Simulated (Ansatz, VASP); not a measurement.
## Si5F: VASP beside Ansatz

```
Si F
1.0
     4.35157    0.00000    0.00000
    -2.17579    3.76857    0.00000
     0.00000    0.00000    5.14854
Si F
5 1
Direct
  0.33333 0.66667 0.74159
  0.33333 0.66667 0.25841
  0.66667 0.33333 0.25841
  0.66667 0.33333 0.74159
  0.00000 0.00000 0.00000
  0.00000 0.00000 0.50000
```

Alike in both runs: functional PBE; k mesh 12 × 12 × 8; occupations gaussian, width 0.1 eV; no spin polarisation.

Ansatz relaxed the structure, and its values are those at the end. VASP's run is a single point on that final structure, the one shown.

|  | VASP | Ansatz |
| --- | --- | --- |
| version | VASP 6.6.1 | Ansatz 0.2.0 |
| potentials or method | VASP PAW PBE potentials, release 64 (Si, F), cutoff 520 eV | scalar-relativistic, plane waves, PAW |
| valence electrons in the cell | 27 | 27 |

VASP gave:

| Quantity | Value |
| --- | --- |
| gap on the k mesh at the Fermi level (eV) | none |
| pressure (GPa) | -0.1 |

Q: Which values does Ansatz return?

A: gap on the k mesh at the Fermi level (eV): none; pressure (GPa): 0.0.

A gap of «none» marks a metal or a gap that the smearing closes.
